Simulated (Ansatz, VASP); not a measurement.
# One calculation of PtSe, two programs

```xyz
2
Lattice="0.0000 2.7984 2.7984 2.7984 0.0000 2.7984 2.7984 2.7984 0.0000" Properties=species:S:1:pos:R:3 pbc="T T T"
Pt    2.7984    2.7984    2.7984
Se    0.0000    0.0000    0.0000
```

Alike in both runs: task relaxation of cell and atoms; functional PBE; k mesh 8 × 8 × 8; occupations fermi-dirac, width 0.05 eV; no spin polarisation; Hubbard terms Pt d U = 2.0 eV.

|  | VASP | Ansatz |
| --- | --- | --- |
| version | VASP 6.6.1 | Ansatz 0.2.0 |
| potentials or method | VASP PAW PBE potentials, release 64 (Pt, Se) | Ansatz PAW |
| plane-wave cutoff (eV) | 600 | 420 |
| valence electrons in the cell | 16 | 34 |

```csv
,VASP,Ansatz,Ansatz less VASP
"gap on the k mesh at the Fermi level, each at its own relaxed structure (eV)",none,none,-
relaxed volume (Å³/atom),18.27,18.50,+0.236
relaxed cell length with the largest relative difference (Å),3.725,3.741,+0.0160
```

The programs project onto different local orbitals, so the same U acts differently, and such runs can settle in different states. A gap of «none» marks a metal or a gap that the smearing closes. VASP's potentials hold 16 valence electrons a cell and Ansatz's 34, so a difference there can come from the potentials and not from the codes.

Spin-orbit coupling is off throughout. Noted on VASP's run: the volume moved by over 15 % at a fixed basis, so the end points are rough. Noted on Ansatz's run: the volume moved by over 15 % at a fixed basis, so the end points are rough; the plane-wave basis is chosen anew once the cell has moved, so the energies of steps on either side of that aren't comparable.
